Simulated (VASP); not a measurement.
# Al (I4/mmm) in VASP: notebook

Al is run at these levels: PBEsol; tasks: single point.

All numbers are computed with VASP 6.6.1; they aren't measurements. Logs are shortened: lines on timing, memory, paths and dates and some standing lists are left out, and cuts for length are marked.

## Step 1: The cell of the first run

It takes space group I4/mmm (No. 139, tetragonal). Conventional cell: a = 2.934 Å, b = 2.934 Å, c = 3.846 Å, α = 90.00°, β = 90.00°, γ = 90.00°. Within 3.7 Å of Al (site symmetry 4/mmm) lie 12 Al at 2.83 to 2.93 Å.

## Step 2: Single point, PBEsol (strain +0.025 along x and y, -0.050 along z)

INCAR reads:

```
PREC = Accurate
ENCUT = 520
EDIFF = 1E-6
ISMEAR = 0
SIGMA = 0.15
LREAL = False
LASPH = True
NELM = 60
ALGO = Fast
ISIF = 2
LWAVE = False
LCHARG = False
GGA = PS
NBANDS = 8
```

KPOINTS reads:

```
regular mesh
0
Gamma
  20 20 20
```

POSCAR reads:

```
Al
1.0
    0.0000000000      2.0745795000      1.9227810000
    2.0745795000      0.0000000000      1.9227810000
    2.0745795000      2.0745795000      0.0000000000
Al
1
Direct
    0.0000000000      0.0000000000      0.0000000000
```

Potentials or basis: VASP PAW PBE potentials, release 64 (Al).

Command:

```sh
cat potpaw_PBE.64/Al/POTCAR > POTCAR
mpirun -np 1 vasp_std > vasp.out
```

OUTCAR:

```text
PREC = Accurate
   ENCUT = 520
   EDIFF = 1E-6
   ISMEAR = 0
   LREAL = False
   LASPH = True
   NELM = 60
   ISIF = 2
   GGA = PS

 ion  position               nearest neighbor table
   1  0.000  0.000  0.000-

  LATTYP: Found a body centered tetragonal cell.
 ALAT       =     2.9338984651
 C/A-ratio  =     1.3107345212

  Lattice vectors:

 A1 = (   0.0000000000,  -2.0745795000,  -1.9227810000)
 A2 = (   0.0000000000,   2.0745795000,  -1.9227810000)
 A3 = (   2.0745795000,   0.0000000000,   1.9227810000)

Analysis of symmetry for initial positions (statically):
=====================================================================
 Subroutine PRICEL returns:
 Original cell was already a primitive cell.

 Routine SETGRP: Setting up the symmetry group for a
 body centered tetragonal supercell.

 Subroutine GETGRP returns: Found 16 space group operations
 (whereof 16 operations were pure point group operations)
 out of a pool of 16 trial point group operations.

The static configuration has the point symmetry D_4h.

Analysis of symmetry for dynamics (positions and initial velocities):
=====================================================================
 Subroutine PRICEL returns:
 Original cell was already a primitive cell.

 Routine SETGRP: Setting up the symmetry group for a
 body centered tetragonal supercell.

 Subroutine GETGRP returns: Found 16 space group operations
 (whereof 16 operations were pure point group operations)
 out of a pool of 16 trial point group operations.

The dynamic configuration has the point symmetry D_4h.

 Subroutine INISYM returns: Found 16 space group operations
 (whereof 16 operations are pure point group operations),
 and found     1 'primitive' translations

----------------------------------------------------------------------------------------

                                     Primitive cell

  volume of cell :      16.5508

  direct lattice vectors                    reciprocal lattice vectors
     0.000000000  2.074579500  1.922781000    -0.241012697  0.241012697  0.260040015
     2.074579500  0.000000000  1.922781000     0.241012697 -0.241012697  0.260040015
     2.074579500  2.074579500  0.000000000     0.241012697  0.241012697 -0.260040015

  length of vectors
     2.828598041  2.828598041  2.933898465     0.428713248  0.428713248  0.428713248

  position of ions in fractional coordinates (direct lattice)
     0.000000000  0.000000000  0.000000000

  ion indices of the primitive-cell ions
   primitive index   ion index
                 1           1

----------------------------------------------------------------------------------------

 KPOINTS: regular mesh

Automatic generation of k-mesh.
 Grid dimensions read from file:
 generate k-points for:   20   20   20

 Generating k-lattice:

  Cartesian coordinates                     Fractional coordinates (reciprocal lattice)
    -0.012050635  0.012050635  0.013002001     0.050000000  0.000000000  0.000000000
     0.012050635 -0.012050635  0.013002001     0.000000000  0.050000000  0.000000000
     0.012050635  0.012050635 -0.013002001    -0.000000000 -0.000000000  0.050000000

  Length of vectors
     0.021435662  0.021435662  0.021435662

  Shift w.r.t. Gamma in fractional coordinates (k-lattice)
     0.000000000  0.000000000  0.000000000

 Subroutine IBZKPT returns following result:
 ===========================================

 Found    641 irreducible k-points:

 Following reciprocal coordinates:
            Coordinates               Weight
  0.000000  0.000000  0.000000      1.000000
  0.050000  0.000000  0.000000      8.000000
  0.100000  0.000000  0.000000      8.000000
  0.150000  0.000000  0.000000      8.000000
  0.200000  0.000000  0.000000      8.000000
  0.250000  0.000000  0.000000      8.000000
[... 16 lines left out ...]
 -0.400000  0.050000  0.000000      8.000000
 -0.350000  0.050000  0.000000      8.000000
 [... further k-points ...]
   k-points           NKPTS =    641   k-points in BZ     NKDIM =    641   number of bands    NBANDS=      8
   number of dos      NEDOS =    301   number of ions     NIONS =      1
   total plane-waves  NPLWV =  13824
   dimension x,y,z NGX =    24 NGY =   24 NGZ =   24
   dimension x,y,z NGXF=    48 NGYF=   48 NGZF=   48
   ions per type =               1
   NGX,Y,Z   is equivalent  to a cutoff of  14.11, 14.11, 13.60 a.u.
   NGXF,Y,Z  is equivalent  to a cutoff of  28.21, 28.21, 27.20 a.u.
 SYSTEM =  unknown system
   PREC   = accura    normal or accurate (medium, high low for compatibility)
   ISTART =      0    job   : 0-new  1-cont  2-samecut
   ICHARG =      2    charge: 1-file 2-atom 10-const
   ISPIN  =      1    spin polarized calculation?
   LNONCOLLINEAR =      F non collinear calculations
   LSORBIT =      F    spin-orbit coupling
   LASPH  =      T    aspherical Exc in radial PAW
   ENCUT  =  520.0 eV  38.22 Ry    6.18 a.u.   5.26  5.26  5.46*2*pi/ulx,y,z
   NELM   =     60;   NELMIN=  2; NELMDL= -5     # of ELM steps
   EDIFF  = 0.1E-05   stopping-criterion for ELM
   LREAL  =      F    real-space projection
   EDIFFG = 0.1E-04   stopping-criterion for IOM
   NSW    =      0    number of steps for IOM
   IBRION =     -1    ionic relax: 0-MD 1-quasi-New 2-CG
   NFREE  =      0    steps in history (QN), initial steepest desc. (CG)
   ISIF   =      2    stress and relaxation
   ISYM   =      2    0-nonsym 1-usesym 2-fastsym
   POTIM  = 0.5000    time-step for ionic-motion
   TEBEG  =    0.0;   TEEND  =   0.0 temperature during run
   PSTRESS=    0.0 pullay stress
   NELECT =       3.0000    total number of electrons
   NUPDOWN=      -1.0000    fix difference up-down
   EMIN   =  10.00;   EMAX   =-10.00  energy-range for DOS
   EFERMI =   0.00;   METHOD = LEGACY
   ISMEAR =     0;   SIGMA  =   0.15  broadening in eV -4-tet -1-fermi 0-gaus
   EFERMI_NEDOS =   21; number of points for ismear=-14 and -15
   IALGO  =     68    algorithm
   IMIX   =      4    mixing-type and parameters
     AMIX     =   0.40;   BMIX     =  1.00
     AMIX_MAG =   1.60;   BMIX_MAG =  1.00
  volume/ion in A,a.u.               =      16.55       111.69
  Fermi-wavevector in a.u.,A,eV,Ry     =   0.926493  1.750817 11.679083  0.858388
  Thomas-Fermi vector in A             =   2.052461
   LORBIT       =      0    0 simple, 1 ext, 2 COOP (PROOUT), +10 PAW based schemes
   GGA     = PS    functional components
   LHFCALC =     F    Hartree Fock is set to
   AEXX    =    0.0000 exact exchange contribution
   IVDW    =     0    specifies the selected vdW correction
   LEPSILON=     F    determine dielectric tensor
   LRPA    =     F    only Hartree local field effects (RPA)
 non-spin polarized calculation
 RMM-DIIS sequential band-by-band and
 Gauss-broadening in eV      SIGMA  =   0.15
  energy-cutoff  :      520.00
  volume of cell :       16.55
 maximum number of plane-waves:       459
 NGX is ok and might be reduce to    24
   NGX = 11   NGY = 11   NGZ = 11

 number of electron       3.0000000 magnetization

 Free energy of the ion-electron system (eV)
  ---------------------------------------------------
  ext. energy  EPLUGINS =         0.00000000
  ---------------------------------------------------
  free energy    TOTEN  =        -4.08349876 eV

  energy without entropy =       -4.07894472  energy(sigma->0) =       -4.08122174

 E-fermi :   7.9145     XC(G=0): -10.2457

 val. band max:        7.9135977734   @ k =  -0.3000   0.2500   0.0500
 cond. band min:       7.9391768448   @ k =  -0.3000   0.0000   0.2000
 fundamental gap:      0.0255790714
 Fermi energy:         7.9145162351

 k-point     1 :       0.0000    0.0000    0.0000
  band No.  band energies     occupation
      1      -3.1903      2.00000
      2      20.3074      0.00000
      3      20.3074      0.00000
      4      21.0963      0.00000
      5      21.8424      0.00000
      6      22.0860      0.00000
      7      22.0860      0.00000
      8      24.4708      0.00000

 k-point     2 :       0.0500    0.0000    0.0000
  band No.  band energies     occupation
      1      -3.1224      2.00000
      2      19.1929      0.00000
      3      20.0311      0.00000
      4      20.6192      0.00000
      5      22.2335      0.00000
      6      22.4527      0.00000
      7      22.6169      0.00000
      8      25.1935      0.00000

 k-point     3 :       0.1000    0.0000    0.0000
  band No.  band energies     occupation
      1      -2.9186      2.00000
      2      17.2548      0.00000
      3      19.5229      0.00000
      4      20.1430      0.00000
      5      22.6747      0.00000
      6      23.0401      0.00000
      7      23.1429      0.00000
      8      24.7290      0.00000

 k-point     4 :       0.1500    0.0000    0.0000
  band No.  band energies     occupation
      1      -2.5796      2.00000
      2      15.2441      0.00000
      3      19.0333      0.00000
      4      19.7499      0.00000
      5      22.5991      0.00000
      6      23.1192      0.00000
      7      23.7973      0.00000
      8      24.8172      0.00000

 k-point     5 :       0.2000    0.0000    0.0000
  band No.  band energies     occupation
      1      -2.1064      2.00000
      2      13.2750      0.00000
      3      18.6261      0.00000
      4      19.4518      0.00000
      5      22.2923      0.00000
      6      22.4697      0.00000
      7      23.8533      0.00000
      8      25.3871      0.00000
[... 177 lines left out ...]
 k-point    22 :      -0.4500    0.0500    0.0000
  band No.  band energies     occupation
      1       2.5886      2.00000
      2       4.5139      2.00000
      3      17.6738      0.00000
      4      18.8585      0.00000
      5      19.4164      0.00000
      6      19.5845      0.00000
      7      22.9488      0.00000
      8      25.7048      0.00000

 k-point    23 :      -0.4000    0.0500    0.0000
  band No.  band energies     occupation
      1       1.4415      2.00000
      2       5.9550      2.00000
      3      18.1241      0.00000
      4      18.4997      0.00000
      5      19.2501      0.00000
      6      20.0711      0.00000
      7      22.6812      0.00000
      8      26.4015      0.00000

 k-point    24 :      -0.3500    0.0500    0.0000
  band No.  band energies     occupation
      1       0.4156      2.00000
      2       7.5117      1.99985
      3      18.2506      0.00000
      4      18.6744      0.00000
      5      19.2113      0.00000
      6      20.6683      0.00000
      7      22.5358      0.00000
      8      27.1833      0.00000

 [... further k-points ...]
[... 5 lines left out ...]
  --------------------------------------------------------------------------------------
  -------------------------------------------------------------------------------------
  Total       -0.2595377     -0.2595377      0.0936546      0.0000000     -0.0000000      0.0000000
  in kB      -25.1241307    -25.1241307      9.0660856      0.0000000     -0.0000000      0.0000000
  external PRESSURE =     -13.7273919 kB  Pullay stress =       0.0000000 kB

 VOLUME and BASIS-vectors are now :
 -----------------------------------------------------------------------------
  energy-cutoff  :      520.00
  volume of cell :       16.55
      direct lattice vectors                 reciprocal lattice vectors
     0.000000000  2.074579500  1.922781000    -0.241012697  0.241012697  0.260040015
     2.074579500  0.000000000  1.922781000     0.241012697 -0.241012697  0.260040015
     2.074579500  2.074579500  0.000000000     0.241012697  0.241012697 -0.260040015

 POSITION                                       TOTAL-FORCE (eV/Angst)
 -----------------------------------------------------------------------------------
      0.00000      0.00000      0.00000        -0.000000     -0.000000      0.000000
 -----------------------------------------------------------------------------------
    total drift:                                0.000000      0.000000     -0.000000

  FREE ENERGIE OF THE ION-ELECTRON SYSTEM (eV)
  ---------------------------------------------------
  free  energy   TOTEN  =        -4.0834987554 eV

  energy  without entropy=       -4.0789447234  energy(sigma->0) =       -4.08122174
```

It took 37 s on 1 thread of Intel Xeon 6975P-C, shared host; peak memory 0.19 GiB.

What came out:

```yaml
Free_energy: -4.0835 eV
Pressure: -1.4 GPa
```

Stress tensor (GPa, compression positive):
```
-2.51  0.00  0.00
 0.00 -2.51  0.00
 0.00  0.00  0.91
```

Caveat: the cell differs from its parent crystal (strain +0.025 along x and y, -0.050 along z); the PAW data sets were made with another functional, which shifts forces and pressure a little.

## Step 3: Single point, PBEsol (strain +0.050 along x and y, -0.050 along z)

INCAR reads:

```
SYSTEM = Al
PREC = Accurate
ENCUT = 520
EDIFF = 1E-6
ISMEAR = 0
SIGMA = 0.15
LREAL = .FALSE.
LASPH = .TRUE.
NELM = 60
ALGO = Normal
ISIF = 2
LWAVE = .FALSE.
LCHARG = .FALSE.
GGA = PS
NBANDS = 8
```

KPOINTS reads:

```
regular mesh
0
G
  20 20 20
  0 0 0
```

POSCAR reads:

```
Al
1.0
    0.0000000000      2.1251790000      1.9227810000
    2.1251790000      0.0000000000      1.9227810000
    2.1251790000      2.1251790000      0.0000000000
Al
1
Direct
    0.0000000000      0.0000000000      0.0000000000
```

Potentials or basis: VASP PAW PBE potentials, release 64 (Al).

Command:

```sh
cat potpaw_PBE.64/Al/POTCAR > POTCAR
mpirun -np 1 vasp_std > vasp.out
```

Run time: 29 s. Hardware: 1 thread of Intel Xeon 6975P-C, shared host; peak memory 0.19 GiB.

The run converged. Its results:

| Item | Value |
| --- | --- |
| Free energy | -4.0630 eV |
| Pressure | -4.4 GPa |

Stress tensor (GPa, compression positive):
```
-5.48  0.00  0.00
 0.00 -5.48  0.00
 0.00  0.00 -2.23
```

Levels at points of the mesh, in eV from the Fermi level:
```tsv
k point	band 1	band 2	band 3	band 4	band 5	band 6
(0.00, 0.00, 0.00)	-10.77	12.12	12.12	13.12	13.31	13.61
(0.50, 0.00, 0.00)	-4.36	-4.26	9.78	10.18	11.32	11.79
(0.50, 0.50, 0.00)	-1.76	-0.21	4.23	4.23	4.54	7.38
(0.50, 0.00, 0.50)	-3.22	-2.25	5.73	5.75	6.38	9.24
```

Caveat: the cell differs from its parent crystal (strain +0.050 along x and y, -0.050 along z); the PAW data sets were made with another functional, which shifts forces and pressure a little.
